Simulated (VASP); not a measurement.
# Cu in VASP: a series of runs

The runs below take Cu through single point, with PBE+D3(BJ).

Everything below comes from runs of VASP 6.6.1. Logs are shortened: lines on timing, memory, paths and dates and some standing lists are left out, and cuts for length are marked.

### 1 The cell of the first run

The cell holds a slab with vacuum, 16 atoms: a = 5.039 Å, b = 5.039 Å, c = 21.345 Å, α = 90.00°, β = 90.00°, γ = 90.00°.

### 2 Single point, PBE+D3(BJ)

Contents of INCAR:

```
SYSTEM = Cu
ALGO = Normal
DIPOL = 0.5 0.5 0.501
EDIFF = 1E-6
ENCUT = 520
GGA = PE
IDIPOL = 3
ISIF = 2
ISMEAR = 0
IVDW = 12
LASPH = .True.
LCHARG = .False.
LDIPOL = .True.
LREAL = Auto
LWAVE = .False.
NBANDS = 102
NELM = 60
PREC = Accurate
SIGMA = 0.1
```

Contents of KPOINTS:

```
k-points
0
Gamma
  4 4 1
  0 0 0
```

Contents of POSCAR:

```
Cu
1.0
    5.0393684366      0.0000000000      0.0000000000
    0.0000000000      5.0393684366      0.0000000000
    0.0000000000      0.0000000000     21.3450573916
Cu
16
Direct
    0.2500000000      0.2500000000      0.3747940262
    0.2500000000      0.7500000000      0.3747940262
    0.7500000000      0.2500000000      0.3747940262
    0.7500000000      0.7500000000      0.3747940262
    0.5000000000      0.5000000000      0.4582646754
    0.5000000000      0.0000000000      0.4582646754
    0.0000000000      0.5000000000      0.4582646754
    0.0000000000      0.0000000000      0.4582646754
    0.7500000000      0.7500000000      0.5435007519
    0.7500000000      0.2500000000      0.5435007519
    0.2500000000      0.7500000000      0.5435007519
    0.2500000000      0.2500000000      0.5435007519
    0.0000000000      0.0000000000      0.6263064547
    0.0000000000      0.5000000000      0.6263064547
    0.5000000000      0.0000000000      0.6263064547
    0.5000000000      0.5000000000      0.6263064547
```

Potentials or basis: VASP PAW PBE potentials, release 64 (Cu).

Launch:

```sh
cat potpaw_PBE.64/Cu/POTCAR > POTCAR
mpirun -np 1 vasp_std > vasp.out
```

OUTCAR:

```text
SYSTEM = Cu
   EDIFF = 1E-6
   ENCUT = 520
   GGA = PE
   ISIF = 2
   ISMEAR = 0
   IVDW = 12
   LASPH = .True.
   LREAL = Auto
   NELM = 60
   PREC = Accurate
 IVDW          = 12

 ion  position               nearest neighbor table
   1  0.250  0.250  0.375-   2 2.52   3 2.52   2 2.52   3 2.52   7 2.52   8 2.52   5 2.52   6 2.52

   2  0.250  0.750  0.375-   1 2.52   4 2.52   1 2.52   4 2.52   7 2.52   8 2.52   5 2.52   6 2.52

   3  0.750  0.250  0.375-   1 2.52   4 2.52   4 2.52   1 2.52   7 2.52   8 2.52   5 2.52   6 2.52

   4  0.750  0.750  0.375-   2 2.52   3 2.52   3 2.52   2 2.52   7 2.52   8 2.52   5 2.52   6 2.52

   5  0.500  0.500  0.458-   6 2.52   7 2.52   6 2.52   7 2.52   1 2.52   2 2.52   3 2.52   4 2.52
                            11 2.55  12 2.55   9 2.55  10 2.55
   6  0.500  0.000  0.458-   5 2.52   8 2.52   5 2.52   8 2.52   1 2.52   2 2.52   3 2.52   4 2.52
                            11 2.55  12 2.55   9 2.55  10 2.55
   7  0.000  0.500  0.458-   5 2.52   8 2.52   8 2.52   5 2.52   1 2.52   2 2.52   3 2.52   4 2.52
                            11 2.55  12 2.55   9 2.55  10 2.55
   8  0.000  0.000  0.458-   6 2.52   7 2.52   7 2.52   6 2.52   1 2.52   2 2.52   3 2.52   4 2.52
                            11 2.55  12 2.55   9 2.55  10 2.55
   9  0.750  0.750  0.544-  13 2.51  14 2.51  15 2.51  16 2.51  10 2.52  11 2.52  10 2.52  11 2.52
                             5 2.55   6 2.55   7 2.55   8 2.55
  10  0.750  0.250  0.544-  13 2.51  14 2.51  15 2.51  16 2.51   9 2.52  12 2.52   9 2.52  12 2.52
                             5 2.55   6 2.55   7 2.55   8 2.55
  11  0.250  0.750  0.544-  13 2.51  14 2.51  15 2.51  16 2.51   9 2.52  12 2.52  12 2.52   9 2.52
                             5 2.55   6 2.55   7 2.55   8 2.55
  12  0.250  0.250  0.544-  13 2.51  14 2.51  15 2.51  16 2.51  10 2.52  11 2.52  11 2.52  10 2.52
                             5 2.55   6 2.55   7 2.55   8 2.55
  13  0.000  0.000  0.626-   9 2.51  10 2.51  11 2.51  12 2.51  14 2.52  15 2.52  14 2.52  15 2.52

  14  0.000  0.500  0.626-   9 2.51  10 2.51  11 2.51  12 2.51  13 2.52  16 2.52  13 2.52  16 2.52

  15  0.500  0.000  0.626-   9 2.51  10 2.51  11 2.51  12 2.51  13 2.52  16 2.52  16 2.52  13 2.52

  16  0.500  0.500  0.626-   9 2.51  10 2.51  11 2.51  12 2.51  14 2.52  15 2.52  15 2.52  14 2.52

  LATTYP: Found a simple tetragonal cell.
 ALAT       =     5.0393684366
 C/A-ratio  =     4.2356612064

  Lattice vectors:

 A1 = (   5.0393684366,   0.0000000000,   0.0000000000)
 A2 = (   0.0000000000,   5.0393684366,   0.0000000000)
 A3 = (   0.0000000000,   0.0000000000,  21.3450573916)

Analysis of symmetry for initial positions (statically):
=====================================================================
 Subroutine PRICEL returns following result:

  LATTYP: Found a simple tetragonal cell.
 ALAT       =     2.5196842183
 C/A-ratio  =     8.4713224128

  Lattice vectors:

 A1 = (   2.5196842183,   0.0000000000,   0.0000000000)
 A2 = (   0.0000000000,   2.5196842183,   0.0000000000)
 A3 = (   0.0000000000,   0.0000000000,  21.3450573916)

   4 primitive cells build up your supercell.

 Routine SETGRP: Setting up the symmetry group for a
 simple tetragonal supercell.

 Subroutine GETGRP returns: Found  8 space group operations
 (whereof  8 operations were pure point group operations)
 out of a pool of 16 trial point group operations.

The static configuration has the point symmetry C_4v.

Analysis of symmetry for dynamics (positions and initial velocities):
=====================================================================
 Subroutine PRICEL returns following result:

  LATTYP: Found a simple tetragonal cell.
 ALAT       =     2.5196842183
 C/A-ratio  =     8.4713224128

  Lattice vectors:

 A1 = (   2.5196842183,   0.0000000000,   0.0000000000)
 A2 = (   0.0000000000,   2.5196842183,   0.0000000000)
 A3 = (   0.0000000000,   0.0000000000,  21.3450573916)

   4 primitive cells build up your supercell.

 Routine SETGRP: Setting up the symmetry group for a
 simple tetragonal supercell.

 Subroutine GETGRP returns: Found  8 space group operations
 (whereof  8 operations were pure point group operations)
 out of a pool of 16 trial point group operations.

The dynamic configuration has the point symmetry C_4v.

 Subroutine INISYM returns: Found  8 space group operations
 (whereof  8 operations are pure point group operations),
 and found     4 'primitive' translations

----------------------------------------------------------------------------------------

                                     Primitive cell

  volume of cell :     135.5157

  direct lattice vectors                    reciprocal lattice vectors
     2.519684218  0.000000000  0.000000000     0.396875129  0.000000000  0.000000000
     0.000000000  2.519684218  0.000000000     0.000000000  0.396875129  0.000000000
     0.000000000  0.000000000 21.345057392     0.000000000  0.000000000  0.046849253

  length of vectors
     2.519684218  2.519684218 21.345057392     0.396875129  0.396875129  0.046849253

  position of ions in fractional coordinates (direct lattice)
     0.500000000  0.500000000  0.374794026
     1.000000000  1.000000000  0.458264675
     0.500000000  0.500000000  0.543500752
     0.000000000  0.000000000  0.626306455

  ion indices of the primitive-cell ions
   primitive index   ion index
                 1           1
                 2           5
                 3          12
                 4          13

----------------------------------------------------------------------------------------

 KPOINTS: k-points

Automatic generation of k-mesh.
 Grid dimensions read from file:
 generate k-points for:    4    4    1

 Generating k-lattice:

  Cartesian coordinates                     Fractional coordinates (reciprocal lattice)
     0.049609391  0.000000000  0.000000000     0.250000000  0.000000000  0.000000000
     0.000000000  0.049609391  0.000000000     0.000000000  0.250000000  0.000000000
     0.000000000  0.000000000  0.046849253     0.000000000  0.000000000  1.000000000

  Length of vectors
     0.049609391  0.049609391  0.046849253

  Shift w.r.t. Gamma in fractional coordinates (k-lattice)
     0.000000000  0.000000000  0.000000000

 Subroutine IBZKPT returns following result:
 ===========================================

 Found      6 irreducible k-points:

 Following reciprocal coordinates:
            Coordinates               Weight
  0.000000  0.000000  0.000000      1.000000
  0.250000  0.000000  0.000000      4.000000
  0.500000  0.000000  0.000000      2.000000
  0.250000  0.250000  0.000000      4.000000
  0.500000  0.250000  0.000000      4.000000
  0.500000  0.500000  0.000000      1.000000
   k-points           NKPTS =      6   k-points in BZ     NKDIM =      6   number of bands    NBANDS=    102
   number of dos      NEDOS =    301   number of ions     NIONS =     16
   total plane-waves  NPLWV = 256000
   dimension x,y,z NGX =    40 NGY =   40 NGZ =  160
   dimension x,y,z NGXF=    80 NGYF=   80 NGZF=  320
   ions per type =              16
   NGX,Y,Z   is equivalent  to a cutoff of  13.20, 13.20, 12.46 a.u.
   NGXF,Y,Z  is equivalent  to a cutoff of  26.39, 26.39, 24.92 a.u.
 SYSTEM =  Cu
   PREC   = accura    normal or accurate (medium, high low for compatibility)
   ISTART =      0    job   : 0-new  1-cont  2-samecut
   ICHARG =      2    charge: 1-file 2-atom 10-const
   ISPIN  =      1    spin polarized calculation?
   LNONCOLLINEAR =      F non collinear calculations
   LSORBIT =      F    spin-orbit coupling
   LASPH  =      T    aspherical Exc in radial PAW
   ENCUT  =  520.0 eV  38.22 Ry    6.18 a.u.   9.37  9.37 39.69*2*pi/ulx,y,z
   NELM   =     60;   NELMIN=  2; NELMDL= -5     # of ELM steps
   EDIFF  = 0.1E-05   stopping-criterion for ELM
   LREAL  =      T    real-space projection
   EDIFFG = 0.1E-04   stopping-criterion for IOM
   NSW    =      0    number of steps for IOM
   IBRION =     -1    ionic relax: 0-MD 1-quasi-New 2-CG
   NFREE  =      0    steps in history (QN), initial steepest desc. (CG)
   ISIF   =      2    stress and relaxation
   ISYM   =      2    0-nonsym 1-usesym 2-fastsym
   POTIM  = 0.5000    time-step for ionic-motion
   TEBEG  =    0.0;   TEEND  =   0.0 temperature during run
   PSTRESS=    0.0 pullay stress
   NELECT =     176.0000    total number of electrons
   NUPDOWN=      -1.0000    fix difference up-down
   EMIN   =  10.00;   EMAX   =-10.00  energy-range for DOS
   EFERMI =   0.00;   METHOD = LEGACY
   ISMEAR =     0;   SIGMA  =   0.10  broadening in eV -4-tet -1-fermi 0-gaus
   EFERMI_NEDOS =   21; number of points for ismear=-14 and -15
   IALGO  =     38    algorithm
   IMIX   =      4    mixing-type and parameters
     AMIX     =   0.40;   BMIX     =  1.00
     AMIX_MAG =   1.60;   BMIX_MAG =  1.00
  volume/ion in A,a.u.               =      33.88       228.63
  Fermi-wavevector in a.u.,A,eV,Ry     =   1.125199  2.126317 17.225955  1.266072
  Thomas-Fermi vector in A             =   2.261874
   LORBIT       =      0    0 simple, 1 ext, 2 COOP (PROOUT), +10 PAW based schemes
   GGA     = PE    functional components
   LHFCALC =     F    Hartree Fock is set to
   AEXX    =    0.0000 exact exchange contribution
   IVDW    =    12    specifies the selected vdW correction
   LEPSILON=     F    determine dielectric tensor
   LRPA    =     F    only Hartree local field effects (RPA)
 non-spin polarized calculation
 Gauss-broadening in eV      SIGMA  =   0.10
  energy-cutoff  :      520.00
  volume of cell :      542.06
 maximum number of plane-waves:     14637
 NGX is ok and might be reduce to    40
   NGX = 19   NGY = 19   NGZ = 79

 dipolmoment           0.000000      0.000000      0.000235 electrons x Angstroem

 number of electron     176.0000011 magnetization

 dipolmoment           0.000000      0.000000     -0.000597 electrons x Angstroem

 Free energy of the ion-electron system (eV)
  ---------------------------------------------------
  ext. energy  EPLUGINS =         0.00000000
  ---------------------------------------------------
  free energy    TOTEN  =       -54.72340278 eV

  energy without entropy =      -54.67306365  energy(sigma->0) =      -54.69823321

 E-fermi :  -0.2335     XC(G=0):  -5.2559

 val. band max:       -0.2553293965   @ k =   0.0000   0.0000   0.0000
 cond. band min:      -0.1659811170   @ k =   0.2500   0.0000   0.0000
 fundamental gap:      0.0893482795
 Fermi energy:        -0.2334615873

 k-point     1 :       0.0000    0.0000    0.0000
  band No.  band energies     occupation
      1      -9.2250      2.00000
      2      -7.5425      2.00000
      3      -5.5497      2.00000
      4      -5.3142      2.00000
      5      -5.3142      2.00000
      6      -5.3012      2.00000
[... 92 lines left out ...]
     99       3.2440      0.00000
    100       4.0819      0.00000

 k-point     2 :       0.2500    0.0000    0.0000
  band No.  band energies     occupation
      1      -8.8445      2.00000
      2      -7.1941      2.00000
      3      -6.2725      2.00000
      4      -5.4612      2.00000
      5      -5.2729      2.00000
      6      -5.0941      2.00000
[... 401 lines left out ...]
     99       4.4762      0.00000
    100       4.4762      0.00000

 k-point     6 :       0.5000    0.5000    0.0000
  band No.  band energies     occupation
      1      -6.4807      2.00000
      2      -6.4807      2.00000
      3      -6.4807      2.00000
      4      -6.4807      2.00000
      5      -5.2250      2.00000
      6      -5.2250      2.00000
[... 92 lines left out ...]
     99       4.8479      0.00000
    100       4.8479      0.00000
 [bands above 100 left out]

------------------------ aborting loop because EDIFF is reached ----------------------------------------

 vacuum level on the upper side and lower side of the slab       (xc-potential included)        -0.104        -0.100

 Edisp (eV)   -6.69607

 E8    (eV) :    -2.9977

  FORCE on cell =-STRESS in cart. coord.  units (eV):
  Direction    XX          YY          ZZ          XY          YZ          ZX
  --------------------------------------------------------------------------------------
  -------------------------------------------------------------------------------------
  Total      -4.86357    -4.86357    -0.11671     0.00000     0.00000     0.00000
  in kB     -14.37528   -14.37528    -0.34497     0.00000     0.00000     0.00000
  external pressure =       -9.70 kB  Pullay stress =        0.00 kB

 VOLUME and BASIS-vectors are now :
 -----------------------------------------------------------------------------
  energy-cutoff  :      520.00
  volume of cell :      542.06
      direct lattice vectors                 reciprocal lattice vectors
     5.039368437  0.000000000  0.000000000     0.198437565  0.000000000  0.000000000
     0.000000000  5.039368437  0.000000000     0.000000000  0.198437565  0.000000000
     0.000000000  0.000000000 21.345057392     0.000000000  0.000000000  0.046849253

 POSITION                                       TOTAL-FORCE (eV/Angst)
 -----------------------------------------------------------------------------------
      1.25984      1.25984      8.00000        -0.000000     -0.000000      0.038190
      1.25984      3.77953      8.00000        -0.000000     -0.000000      0.038190
      3.77953      1.25984      8.00000        -0.000000     -0.000000      0.038190
      3.77953      3.77953      8.00000        -0.000000     -0.000000      0.038190
      2.51968      2.51968      9.78169         0.000000     -0.000000     -0.061095
      2.51968      0.00000      9.78169        -0.000000     -0.000000     -0.061095
[... 8 lines left out ...]
      2.51968      0.00000     13.36855        -0.000000     -0.000000      0.023247
      2.51968      2.51968     13.36855         0.000000     -0.000000      0.023247
 -----------------------------------------------------------------------------------
    total drift:                               -0.000000      0.000000      0.004757

  FREE ENERGIE OF THE ION-ELECTRON SYSTEM (eV)
  ---------------------------------------------------
  free  energy   TOTEN  =       -61.4194692681 eV

  energy  without entropy=      -61.3691301455  energy(sigma->0) =      -61.39429971

 vacuum level on the upper side and lower side of the slab         4.167         4.173
```

Wall time 10 min (1 thread of AMD EPYC 9R45 (Zen 5), shared host); peak memory 0.59 GiB.

Results:

```yaml
Free_energy: -61.4195 eV
Largest_force: 0.061 eV/Å
Band_gap_on_the_k_mesh: zero (bands 88 and 89 overlap by 0.92 eV)
Dispersion_energy_per_atom: -0.419 eV
```

Forces in eV/Å, atoms in the order of the input:
```
Cu   0.000  0.000  0.038
Cu   0.000  0.000  0.038
Cu   0.000  0.000  0.038
Cu   0.000  0.000  0.038
Cu   0.000  0.000 -0.061
Cu   0.000  0.000 -0.061
Cu   0.000  0.000 -0.061
Cu   0.000  0.000 -0.061
Cu   0.000  0.000  0.000
Cu   0.000  0.000  0.000
Cu   0.000  0.000  0.000
Cu   0.000  0.000  0.000
Cu   0.000  0.000  0.023
Cu   0.000  0.000  0.023
Cu   0.000  0.000  0.023
Cu   0.000  0.000  0.023
```

Levels at points of the mesh, in eV from the Fermi level:
| k point | band 85 | band 86 | band 87 | band 88 | band 89 | band 90 | band 91 | band 92 |
| --- | --- | --- | --- | --- | --- | --- | --- | --- |
| (0.00, 0.00, 0.00) | -0.34 | -0.34 | -0.34 | -0.34 | -0.03 | -0.03 | -0.02 | -0.02 |
| (0.50, 0.00, 0.00) | -1.08 | -1.08 | 0.80 | 0.80 | 0.80 | 0.80 | 1.27 | 1.27 |
| (0.50, 0.50, 0.00) | -1.17 | -1.17 | -1.17 | -1.17 | 0.33 | 0.33 | 0.33 | 0.33 |

(Part 1 of 2 ends here.)
